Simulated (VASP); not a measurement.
# Ge (C2/c) in VASP: a series of runs

Runs on Ge. Level: PBEsol. Tasks: single point.

Everything below comes from runs of VASP 6.6.1. Logs are shortened: lines on timing, memory, paths and dates and some standing lists are left out, and cuts for length are marked.

### 1 The cell of the first run

It takes space group C2/c (No. 15, monoclinic). Conventional cell: a = 7.100 Å, b = 2.874 Å, c = 4.993 Å, α = 90.00°, β = 131.75°, γ = 90.00°. Within 3.5 Å of Ge (site symmetry 2) lie 8 Ge at 2.68 to 3.08 Å.

### 2 Single point, PBEsol (strain -0.0500 x Voigt [0, 0, 0, 0, 0, 1])

Input file INCAR:

```
SYSTEM = Ge
PREC = Accurate
ENCUT = 520
EDIFF = 1E-7
ISMEAR = 0
SIGMA = 0.15
LREAL = .FALSE.
LASPH = .TRUE.
NELM = 60
ALGO = Fast
ISIF = 2
LWAVE = .FALSE.
LCHARG = .FALSE.
GGA = PS
NBANDS = 21
```

Input file KPOINTS:

```
Automatic mesh
0
G
  20 20 20
  0 0 0
```

Input file POSCAR:

```
Ge
1.0
   -2.5621695750      2.7132604500      1.4369470000
    2.5621695750     -2.7132604500      1.4369470000
    2.4296264250      2.5884655500     -1.4369470000
Ge
2
Direct
    0.1859430000      0.9359430000      0.2500000000
    0.8140570000      0.0640570000      0.7500000000
```

Potentials or basis: VASP PAW PBE potentials, release 64 (Ge_d).

Started as:

```bash
$ cat potpaw_PBE.64/Ge_d/POTCAR > POTCAR
$ mpirun -np 1 vasp_std > vasp.out
```

OUTCAR:

```text
SYSTEM = Ge
   PREC = Accurate
   ENCUT = 520
   EDIFF = 1E-7
   ISMEAR = 0
   LREAL = .FALSE.
   LASPH = .TRUE.
   NELM = 60
   ISIF = 2
   GGA = PS

 ion  position               nearest neighbor table
   1  0.186  0.936  0.250-   2 2.68   2 2.68   2 2.72   2 2.72
   2  0.814  0.064  0.750-   1 2.68   1 2.68   1 2.72   1 2.72

  LATTYP: Found a base centered monoclinic cell.
 ALAT       =     7.1002080163
 B/A-ratio  =     0.4047619441
 C/A-ratio  =     0.7032689297
 COS(beta)  =    -0.6659455867

  Lattice vectors:

 A1 = (  -2.4296264250,  -2.5884655500,   1.4369470000)
 A2 = (  -2.4296264250,  -2.5884655500,  -1.4369470000)
 A3 = (   4.9917960000,  -0.1247949000,   0.0000000000)

Analysis of symmetry for initial positions (statically):
=====================================================================
 Subroutine PRICEL returns:
 Original cell was already a primitive cell.

 Routine SETGRP: Setting up the symmetry group for a
 base centered monoclinic supercell.

 Subroutine GETGRP returns: Found  4 space group operations
 (whereof  2 operations were pure point group operations)
 out of a pool of  4 trial point group operations.

The static configuration has the point symmetry S_2 .
 The point group associated with its full space group is C_2h.

Analysis of symmetry for dynamics (positions and initial velocities):
=====================================================================
 Subroutine PRICEL returns:
 Original cell was already a primitive cell.

 Routine SETGRP: Setting up the symmetry group for a
 base centered monoclinic supercell.

 Subroutine GETGRP returns: Found  4 space group operations
 (whereof  2 operations were pure point group operations)
 out of a pool of  4 trial point group operations.

The dynamic configuration has the point symmetry S_2 .
 The point group associated with its full space group is C_2h.

 Subroutine INISYM returns: Found  4 space group operations
 (whereof  2 operations are pure point group operations),
 and found     1 'primitive' translations

----------------------------------------------------------------------------------------

                                     Primitive cell

  volume of cell :      38.0052

  direct lattice vectors                    reciprocal lattice vectors
    -2.562169575  2.713260450  1.436947000     0.004718394  0.188735780  0.347959946
     2.562169575 -2.713260450  1.436947000     0.200453983  0.005011350  0.347959946
     2.429626425  2.588465550 -1.436947000     0.205172378  0.193747129  0.000000000

[... 77 lines left out ...]
   ISPIN  =      1    spin polarized calculation?
   LNONCOLLINEAR =      F non collinear calculations
   LSORBIT =      F    spin-orbit coupling
   LASPH  =      T    aspherical Exc in radial PAW
   ENCUT  =  520.0 eV  38.22 Ry    6.18 a.u.   7.44  7.44  7.12*2*pi/ulx,y,z
   NELM   =     60;   NELMIN=  2; NELMDL= -5     # of ELM steps
   EDIFF  = 0.1E-06   stopping-criterion for ELM
   LREAL  =      F    real-space projection
   EDIFFG = 0.1E-05   stopping-criterion for IOM
   NSW    =      0    number of steps for IOM
   IBRION =     -1    ionic relax: 0-MD 1-quasi-New 2-CG
   NFREE  =      0    steps in history (QN), initial steepest desc. (CG)
   ISIF   =      2    stress and relaxation
   ISYM   =      2    0-nonsym 1-usesym 2-fastsym
   POTIM  = 0.5000    time-step for ionic-motion
   TEBEG  =    0.0;   TEEND  =   0.0 temperature during run
   PSTRESS=    0.0 pullay stress
   NELECT =      28.0000    total number of electrons
   NUPDOWN=      -1.0000    fix difference up-down
   EMIN   =  10.00;   EMAX   =-10.00  energy-range for DOS
   EFERMI =   0.00;   METHOD = LEGACY
   ISMEAR =     0;   SIGMA  =   0.15  broadening in eV -4-tet -1-fermi 0-gaus
   EFERMI_NEDOS =   21; number of points for ismear=-14 and -15
   IALGO  =     68    algorithm
   IMIX   =      4    mixing-type and parameters
     AMIX     =   0.40;   BMIX     =  1.00
     AMIX_MAG =   1.60;   BMIX_MAG =  1.00
  volume/ion in A,a.u.               =      19.00       128.24
  Fermi-wavevector in a.u.,A,eV,Ry     =   1.478585  2.794121 29.745255  2.186215
  Thomas-Fermi vector in A             =   2.592848
   LORBIT       =      0    0 simple, 1 ext, 2 COOP (PROOUT), +10 PAW based schemes
   GGA     = PS    functional components
   LHFCALC =     F    Hartree Fock is set to
   AEXX    =    0.0000 exact exchange contribution
   IVDW    =     0    specifies the selected vdW correction
   LEPSILON=     F    determine dielectric tensor
   LRPA    =     F    only Hartree local field effects (RPA)
 non-spin polarized calculation
 RMM-DIIS sequential band-by-band and
 Gauss-broadening in eV      SIGMA  =   0.15
  energy-cutoff  :      520.00
  volume of cell :       38.01
 maximum number of plane-waves:      1044
 NGX is ok and might be reduce to    30
   NGX = 15   NGY = 15   NGZ = 15

 number of electron      27.9999985 magnetization

 Free energy of the ion-electron system (eV)
  ---------------------------------------------------
  ext. energy  EPLUGINS =         0.00000000
  ---------------------------------------------------
  free energy    TOTEN  =        -9.50265343 eV

  energy without entropy =       -9.49318680  energy(sigma->0) =       -9.49792012

 E-fermi :   6.3772     XC(G=0): -11.3440

 val. band max:        6.3728983094   @ k =   0.0000   0.2500   0.1000
 cond. band min:       6.3775636133   @ k =   0.1500   0.2000   0.0500
 fundamental gap:      0.0046653040
 Fermi energy:         6.3772056968

 k-point     1 :       0.0000    0.0000    0.0000
  band No.  band energies     occupation
      1     -18.2739      2.00000
      2     -18.1982      2.00000
      3     -18.1949      2.00000
      4     -18.1912      2.00000
      5     -18.1585      2.00000
      6     -18.1210      2.00000
[... 565 lines left out ...]
     20      15.2216      0.00000
     21      20.0509      0.00000

 [... further k-points ...]
[... 5 lines left out ...]
  --------------------------------------------------------------------------------------
  -------------------------------------------------------------------------------------
  Total       -0.4255690     -0.6748087     -0.5998729      0.5461407      0.0000000     -0.0000000
  in kB      -17.9406121    -28.4477503    -25.2886989     23.0235251      0.0000000     -0.0000000
  external PRESSURE =     -23.8923537 kB  Pullay stress =       0.0000000 kB

 VOLUME and BASIS-vectors are now :
 -----------------------------------------------------------------------------
  energy-cutoff  :      520.00
  volume of cell :       38.01
      direct lattice vectors                 reciprocal lattice vectors
    -2.562169575  2.713260450  1.436947000     0.004718394  0.188735780  0.347959946
     2.562169575 -2.713260450  1.436947000     0.200453983  0.005011350  0.347959946
     2.429626425  2.588465550 -1.436947000     0.205172378  0.193747129  0.000000000

 POSITION                                       TOTAL-FORCE (eV/Angst)
 -----------------------------------------------------------------------------------
      2.52903     -1.38783      1.25285        -0.000000     -0.000000     -0.044922
     -0.09941      3.97629      0.18409         0.000000      0.000000      0.044922
 -----------------------------------------------------------------------------------
    total drift:                                0.000000      0.000000     -0.000000

  FREE ENERGIE OF THE ION-ELECTRON SYSTEM (eV)
  ---------------------------------------------------
  free  energy   TOTEN  =        -9.5026534306 eV

  energy  without entropy=       -9.4931867998  energy(sigma->0) =       -9.49792012
```

OSZICAR:

```text
N       E                     dE             d eps       ncg     rms          rms(c)
DAV:   1     0.173232947158E+03    0.17323E+03   -0.14200E+04101461   0.377E+03
DAV:   2     0.141159600299E+02   -0.15912E+03   -0.15429E+03 89169   0.587E+02
DAV:   3    -0.889084182667E+01   -0.23007E+02   -0.22813E+02101315   0.132E+02
DAV:   4    -0.953551249974E+01   -0.64467E+00   -0.64417E+00 99332   0.257E+01
DAV:   5    -0.954510702666E+01   -0.95945E-02   -0.95943E-02101036   0.343E+00    0.204E+00
RMM:   6    -0.951419768063E+01    0.30909E-01   -0.29917E-02111882   0.230E+00    0.114E+00
RMM:   7    -0.950296391136E+01    0.11234E-01   -0.21649E-02113285   0.164E+00    0.120E-01
RMM:   8    -0.950257801303E+01    0.38590E-03   -0.30264E-03114776   0.820E-01    0.552E-02
RMM:   9    -0.950264133380E+01   -0.63321E-04   -0.59130E-04121396   0.219E-01    0.359E-02
RMM:  10    -0.950265073750E+01   -0.94037E-05   -0.14955E-04116017   0.172E-01    0.645E-03
RMM:  11    -0.950265153024E+01   -0.79274E-06   -0.49523E-05117688   0.834E-02    0.792E-03
RMM:  12    -0.950265369981E+01   -0.21696E-05   -0.19334E-05120598   0.419E-02    0.109E-02
RMM:  13    -0.950265344502E+01    0.25478E-06   -0.26016E-06118562   0.188E-02    0.841E-03
RMM:  14    -0.950265343056E+01    0.14465E-07   -0.61081E-07 80410   0.817E-03
   1 F= -.95026534E+01 E0= -.94979201E+01  d E =-.946663E-02
```

Wall time 49 min (1 thread of Oxide Virtual Turin-like, shared host); peak memory 1.2 GiB.

Results:

```
Free energy            : -9.5027 eV
Pressure               : -2.4 GPa
Largest force          : 0.045 eV/Å
Band gap on the k mesh : zero (bands 14 and 15 overlap by 5.88 eV)
```

Forces in eV/Å, atoms in the order of the input:
```
Ge   0.000  0.000 -0.045
Ge   0.000  0.000  0.045
```

Caveat: the cell differs from its parent crystal (strain -0.0500 x Voigt [0, 0, 0, 0, 0, 1]); the PAW data sets were made with another functional, which shifts forces and pressure a little.

[end of part 1 of 2]
